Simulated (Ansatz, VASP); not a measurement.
# One calculation of AlN, two programs

INCAR

```
SYSTEM = AlN
ALGO     = Normal         ! electronic algorithm
EDIFF    = 1E-7           ! SCF threshold, eV
ENCUT    = 520            ! plane-wave cutoff, eV
GGA      = PS             ! functional
ISIF     = 2              ! what is computed and relaxed
ISMEAR   = 0              ! smearing method
LASPH    = .TRUE.         ! aspherical terms in the spheres
LCHARG   = .TRUE.         ! write CHGCAR
LELF     = .TRUE.         ! ELF
LREAL    = .FALSE.        ! projectors in reciprocal space
LVHAR    = .TRUE.       
LWAVE    = .FALSE.        ! write WAVECAR
NBANDS   = 16             ! bands
NELM     = 60             ! most SCF steps
PREC     = Accurate       ! precision mode
SIGMA    = 0.05           ! smearing width, eV
```

Contents of KPOINTS:

```
k-points
0
G
  9 9 6
  0 0 0
```

Contents of POSCAR:

```
AlN
1.0
    3.2420000000      0.0000000000      0.0000000000
   -1.6210000000      2.8076543591      0.0000000000
    0.0000000000      0.0000000000      3.9330000000
Al N
2 2
Direct
    0.3333333333      0.6666666667      0.7500000000
    0.6666666667      0.3333333333      0.2500000000
    0.3333333333      0.6666666667      0.2500000000
    0.6666666667      0.3333333333      0.7500000000
```

Input for Ansatz:

```yaml
crystal:
  lattice:
    - [3.242, 0.0, 0.0]
    - [-1.621, 2.8076543591, 0.0]
    - [0.0, 0.0, 3.933]
  atoms:
    - { symbol: Al, position: [0.3333333333, 0.6666666667, 0.75] }
    - { symbol: Al, position: [0.6666666667, 0.3333333333, 0.25] }
    - { symbol: "N", position: [0.3333333333, 0.6666666667, 0.25] }
    - { symbol: "N", position: [0.6666666667, 0.3333333333, 0.75] }
basis:
  ecutwfc: 520.0
kpoints:
  mp_grid: { grid: [9, 9, 6] }
hamiltonian:
  xc: pbesol
  pseudopotentials: { kind: paw, azcp: { folder: soft_1 } }
scf:
  occupations: { method: gaussian, width: 0.05 }
output:
  forces: true
  stress: true
  eigenvalues: true
```

Alike in both runs: task single point; functional PBEsol; k mesh 9 × 9 × 6; occupations gaussian, width 0.05 eV; no spin polarisation.

|  | VASP | Ansatz |
| --- | --- | --- |
| version | VASP 6.6.1 | Ansatz 0.2.0 |
| potentials or method | VASP PAW PBE potentials, release 64 (Al, N), cutoff 520 eV | scalar-relativistic, plane waves, PAW |
| valence electrons in the cell | 16 | 16 |

Ansatz gave:

- gap on the k mesh at the Fermi level (eV): 4.01
- least direct gap on the mesh (eV): 4.01
- pressure (GPa): 22.0
- traceless stress, the component that is largest in VASP (GPa): 5.36

Q: Which values does VASP return?

A: gap on the k mesh at the Fermi level (eV): 4.02; least direct gap on the mesh (eV): 4.02; pressure (GPa): 22.1; traceless stress, the component that is largest in VASP (GPa): 5.44.

VASP's potentials were made for PBE, not for PBEsol, and Ansatz warns of the same on its side. With one functional, cell and mesh, what is left measures potentials, basis and numerics.
